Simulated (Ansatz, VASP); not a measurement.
Two plane-wave programs on SiC3

```
Si C
1.0
     2.51652    0.00000    0.00000
    -1.25826    2.17937    0.00000
     0.00000    0.00000    6.55580
Si C
1 3
Direct
  0.66667 0.33333 0.50000
  0.33333 0.66667 0.86922
  0.33333 0.66667 0.13078
  0.66667 0.33333 0.00000
```

Alike in both runs: functional PBE; k mesh 6 × 6 × 2; occupations gaussian, width 0.1 eV; no spin polarisation.

Ansatz relaxed the structure, and its values are those at the end. VASP's run is a single point on that final structure, the one shown.

|  | VASP | Ansatz |
| --- | --- | --- |
| version | VASP 6.6.1 | Ansatz 0.2.0 |
| potentials or method | VASP PAW PBE potentials, release 64 (Si, C), cutoff 520 eV | scalar-relativistic, plane waves, PAW |
| valence electrons in the cell | 16 | 16 |

```tsv
	VASP	Ansatz	Ansatz less VASP
gap on the k mesh at the Fermi level (eV)	none	none	-
pressure (GPa)	0.2	0.0	-0.19
rms of the force components (eV/Å)	0.016	0.000	-0.0159
```

A gap of «none» marks a metal or a gap that the smearing closes.

The k mesh is coarse, so the values compare programs but aren't converged.
